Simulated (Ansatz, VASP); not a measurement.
# BaTiO3 in VASP and in Ansatz

File INCAR:

```
SYSTEM = BaTiO3
PREC = Accurate ; ENCUT = 520
EDIFF = 1E-7 ; ISMEAR = -1
SIGMA = 0.05 ; LREAL = .FALSE.
LASPH = .TRUE. ; NELM = 60
ALGO = Normal ; ISIF = 2
LWAVE = .FALSE. ; LCHARG = .TRUE.
LELF = .TRUE. ; LVHAR = .TRUE.
NBANDS = 28
```

The input KPOINTS:

```
Automatic mesh
0
G
  9 9 9
  0 0 0
```

The input POSCAR:

```
BaTiO3
1.0
    2.8276681575      1.6325549719      2.3640862402
   -2.8276681575      1.6325549719      2.3640862402
    0.0000000000     -3.2651099438      2.3640862402
Ba Ti O
1 1 3
Direct
    0.0000000000      0.0000000000      0.0000000000
    0.5140000000      0.5140000000      0.5140000000
    0.4916000000      0.4916000000      0.9815000000
    0.4916000000      0.9815000000      0.4916000000
    0.9815000000      0.4916000000      0.4916000000
```

Input for Ansatz:

```yaml
crystal:
  lattice:
    - [2.8276681575, 1.6325549719, 2.3640862402]
    - [-2.8276681575, 1.6325549719, 2.3640862402]
    - [0.0, -3.2651099438, 2.3640862402]
  atoms:
    - { symbol: Ba, position: [0.0, 0.0, 0.0] }
    - { symbol: Ti, position: [0.514, 0.514, 0.514] }
    - { symbol: O, position: [0.4916, 0.4916, 0.9815] }
    - { symbol: O, position: [0.4916, 0.9815, 0.4916] }
    - { symbol: O, position: [0.9815, 0.4916, 0.4916] }
kpoints:
  mp_grid: { grid: [9, 9, 9] }
  band_path:
    path:
      - [0.0, 0.0, 0.0]
      - [0.5, 0.5, 0.5]
      - [0.515413415, 0.484586585, 0.5]
      - [0.5, -0.484586585, 0.484586585]
      - [0.5, 0.0, 0.0]
      - [0.0, 0.0, 0.0]
      - [0.4922932925, -0.4922932925, 0.0]
      - [0.5077067075, 0.0, 0.4922932925]
      - [0.5, 0.0, 0.5]
    npoints: 5
scf:
  occupations: { method: fermi_dirac, width: 0.05 }
hamiltonian:
  xc: lda
  pseudopotentials: { kind: all_electron, lapw: { basis_error: 0.001 } }
output:
  forces: true
  stress: true
  eigenvalues: true
```

Change from the starting cell: zz strain of +2 %.

Alike in both runs: task single point; functional LDA; k mesh 9 × 9 × 9; occupations fermi-dirac, width 0.05 eV; no spin polarisation.

```csv
,VASP,Ansatz
version,VASP 6.6.1,Ansatz 0.2.0
potentials or method,"VASP PAW LDA potentials, release 64 (Ba_sv, Ti_sv, O), cutoff 520 eV","all-electron LAPW, scalar-relativistic"
```

```csv
,VASP,Ansatz,Ansatz less VASP
gap on the k mesh at the Fermi level (eV),2.24,2.29,+0.049
pressure (GPa),-6.9,-8.9,-1.93
"traceless stress, the component that is largest in VASP (GPa)",-2.96,-2.81,+0.150
rms of the force components (eV/Å),0.086,0.117,+0.0310
```

LDA's correlation is that of Perdew and Zunger in VASP and of Perdew and Wang (1992) in Ansatz. Atom by atom the forces differ by 0.037 eV/Å (rms over components). Ansatz ran all-electron here, and VASP with PAW potentials.

Spin-orbit coupling is off throughout.
